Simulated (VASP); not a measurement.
Wanted: the native input for a VASP 6.6.1 run.

| Quantity | Value |
| --- | --- |
| Task | single point |
| Functional | LDA |
| Potentials or basis | VASP PAW LDA potentials, release 64 (Rh_pv) |
| Cutoff | 520 eV |
| k mesh | 12 × 12 × 7 |
| Occupations | methfessel-paxton, width 0.1 eV |
| Spin | no spin polarisation |
| Dipole correction | no |
| Further INCAR settings | ALGO = Normal; EDIFF = 1e-06; NBANDS = 22 |

The structure of Rh lies in POSCAR:

```
Rh
1.0
    2.7033924573      0.0000000000      0.0000000000
   -1.3516962286      2.3412084676      0.0000000000
    0.0000000000      0.0000000000      4.3837547192
Rh
2
Direct
    0.6666666667      0.3333333333      0.7500000000
    0.3333333333      0.6666666667      0.2500000000
```

The input as run:

INCAR

```
SYSTEM = Rh
PREC     = Accurate       ! precision mode
ENCUT    = 520            ! plane-wave cutoff, eV
EDIFF    = 1E-6           ! SCF threshold, eV
ISMEAR   = 1              ! smearing method
SIGMA    = 0.1            ! smearing width, eV
LREAL    = .False.        ! projectors in reciprocal space
LASPH    = .True.         ! aspherical terms in the spheres
NELM     = 100            ! most SCF steps
ALGO     = Normal         ! electronic algorithm
ISIF     = 2              ! what is computed and relaxed
LWAVE    = .False.        ! write WAVECAR
LCHARG   = .False.        ! write CHGCAR
GGA      = CA             ! functional
NBANDS   = 22             ! bands
```

KPOINTS

```
regular mesh
0
Gamma
  12 12 7
  0 0 0
```

Potentials or basis: VASP PAW LDA potentials, release 64 (Rh_pv).

Launch:

```bash
$ cat potpaw_LDA.64/Rh_pv/POTCAR > POTCAR
$ mpirun -np 1 vasp_std > vasp.out
```

Results of the run:

| Quantity | Value |
| --- | --- |
| Pressure | -11.9 GPa |
| Band gap on the k mesh | zero (band 15 reaches 12.25 eV, above the bottom of band 16 at 9.86 eV) |

Wall time 48 s on 1 thread of Intel Xeon 8259CL (shared host), peak memory 0.15 GiB.
